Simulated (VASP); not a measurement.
A run of VASP 6.6.1:

POSCAR

```
Pt3Pb
1.0
    4.0940971151      0.0000000000      0.0000000000
    0.0000000000      4.0940971151      0.0000000000
    0.0000000000      0.0000000000      4.0940971151
Pt Pb
3 1
Direct
    0.0000000000      0.5000000000      0.5000000000
    0.5000000000      0.0000000000      0.5000000000
    0.5000000000      0.5000000000      0.0000000000
    0.0000000000      0.0000000000      0.0000000000
```

INCAR.step1

```
SYSTEM = Pt3Pb
ALGO = Normal
EDIFF = 1E-4
ENCUT = 520
GGA = PE
ISMEAR = -1
LASPH = .TRUE.
LCHARG = .FALSE.
LREAL = .FALSE.
LWAVE = .TRUE.
NBANDS = 30
NELM = 100
PREC = Accurate
SIGMA = 0.1
```

File INCAR.step2:

```
SYSTEM = Pt3Pb
ALGO = Normal
EDIFF = 1E-6
ENCUT = 520
ISIF = 2
ISMEAR = -1
ISTART = 1
LASPH = .TRUE.
LCHARG = .FALSE.
LMIXTAU = .TRUE.
LREAL = .FALSE.
LWAVE = .FALSE.
METAGGA = R2SCAN
NBANDS = 30
NELM = 100
PREC = Accurate
SIGMA = 0.1
```

File KPOINTS:

```
k-points
0
G
  6 6 6
  0 0 0
```

Potentials or basis: VASP PAW PBE potentials, release 64 (Pt, Pb_d).

Command:

```bash
$ cat potpaw_PBE.64/Pt/POTCAR potpaw_PBE.64/Pb_d/POTCAR > POTCAR
$ cp INCAR.step1 INCAR
$ mpirun -np 1 vasp_std > vasp.out
$ cp INCAR.step2 INCAR
$ mpirun -np 1 vasp_std > vasp.out
```

Hardware: 1 thread of Intel(R) Xeon(R) 6975P-C (Granite Rapids), with other jobs on the host.

Estimate the wall time of this run.

It took 59 s on 1 thread of Intel(R) Xeon(R) 6975P-C (Granite Rapids), on a shared host, peak memory 0.19 GiB. Counts: k points 20.
